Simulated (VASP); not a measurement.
Set up this calculation in VASP 6.6.1, as the native input.

```
Task                   : single point
Functional             : PBEsol
Potentials or basis    : VASP PAW PBE potentials, release 64 (Al, N)
Cutoff                 : 520 eV
k mesh                 : 10 × 10 × 10
Occupations            : fermi-dirac, width 0.05 eV
Spin                   : no spin polarisation
Dipole correction      : no
Further INCAR settings : ALGO = Normal; EDIFF = 1e-07; NBANDS = 11
```

The structure of AlN lies in POSCAR:

```
AlN
1.0
    0.0000000000      2.1708347213      2.1708347213
    2.1708347213      0.0000000000      2.1708347213
    2.1708347213      2.1708347213      0.0000000000
Al N
1 1
Direct
    0.0000000000      0.0000000000      0.0000000000
    0.2500000000      0.2500000000      0.2500000000
```

One way to write it, as run:

INCAR

```
PREC = Accurate
ENCUT = 520
EDIFF = 1E-7
ISMEAR = -1
SIGMA = 0.05
LREAL = False
LASPH = True
NELM = 100
ALGO = Normal
ISIF = 2
LWAVE = False
LCHARG = False
GGA = PS
NBANDS = 11
```

KPOINTS

```
regular mesh
0
Gamma
  10 10 10
```

Potentials or basis: VASP PAW PBE potentials, release 64 (Al, N).

Run with:

```sh
$ cat potpaw_PBE.64/Al/POTCAR potpaw_PBE.64/N/POTCAR > POTCAR
$ mpirun -np 1 vasp_std > vasp.out
```

Results of the run:

```yaml
Pressure: 5.2 GPa
Band_gap_on_the_k_mesh: 3.19 eV, indirect (least direct gap 4.29 eV)
```

Caveat: the PAW data sets were made with another functional, which shifts forces and pressure a little.

Run time: 6.3 s on 1 thread of Intel(R) Xeon(R) Platinum 8559C (Emerald Rapids), on a shared host, peak memory 0.13 GiB.
